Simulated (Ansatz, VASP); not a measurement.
# Two plane-wave programs on MgTl

```xyz
2
Lattice="3.6350 0.0000 0.0000 0.0000 3.6350 0.0000 0.0000 0.0000 3.6350" Properties=species:S:1:pos:R:3 pbc="T T T"
Mg    0.0000    0.0000    0.0000
Tl    1.8175    1.8175    1.8175
```

Alike in both runs: task electric field gradients; functional LDA; k mesh 9 × 9 × 9; occupations fermi-dirac, width 0.05 eV; no spin polarisation.

|  | VASP | Ansatz |
| --- | --- | --- |
| version | VASP 6.6.1 | Ansatz 0.2.0 |
| potentials or method | VASP PAW LDA potentials, release 64 (Mg, Tl_d) | PAW with Ansatz's default frozen-core files, scalar-relativistic |
| plane-wave cutoff (eV) | 520 | 420 |
| valence electrons in the cell | 15 | 23 |

VASP gave:

| Quantity | Value |
| --- | --- |
| pressure (GPa) | -2.7 |

Task: Which values does Ansatz return?

Result: Pressure (GPa): -2.4.

LDA's correlation is that of Perdew and Zunger in VASP and of Perdew and Wang (1992) in Ansatz. VASP's potentials hold 15 valence electrons a cell and Ansatz's 23, so a difference there can come from the potentials and not from the codes.

Neither program's run includes spin-orbit coupling.
